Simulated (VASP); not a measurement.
Runs of VASP 6.6.1 on PbO2 (Plattnerite). The structure is that of space group P4_2/mnm (No. 136), or close to it. The cells are those of the table. 

```csv
task,level,potentials or basis,cell,k mesh,cutoff (eV),gap on the mesh (eV),pressure (GPa),relaxed volume (Å³/atom)
relaxation of cell and atoms,r2SCAN,"VASP PAW PBE potentials, release 64 (Pb_d, O)","relaxed from a = 5.082, b = 5.082, c = 3.442 Å, 6 atoms",4 × 4 × 6,600,(b),0.0,(a)
relaxation of cell and atoms,LDA,"VASP PAW LDA potentials, release 64 (Pb_d, O)","relaxed from a = 5.082, b = 5.082, c = 3.442 Å, 6 atoms",4 × 4 × 6,600,0.19,0.0,13.79
single point,r2SCAN,"VASP PAW PBE potentials, release 64 (Pb_d, O)","a = 4.983, b = 4.983, c = 3.408 Å, 6 atoms",6 × 6 × 8,520,0.10,0.8,-
relaxation of cell and atoms,PBE,"VASP PAW PBE potentials, release 64 (Pb_d, O)","relaxed from a = 4.958, b = 4.958, c = 3.388 Å, 6 atoms",6 × 6 × 8,600,0.02,0.0,14.83
```

Alike in all rows: no spin polarisation; smearing fermi-dirac 0.02 eV.

Question: Fill in the values left out.

Answer: (a) 14.17; (b) 0.18.

Caveats: spin-orbit coupling is left out, which moves the levels of the heavy elements; the PAW data sets were made with another functional, which shifts forces and pressure a little (some runs).

A k mesh can miss the band edges, and the runs leave out spin-orbit coupling on Pb.
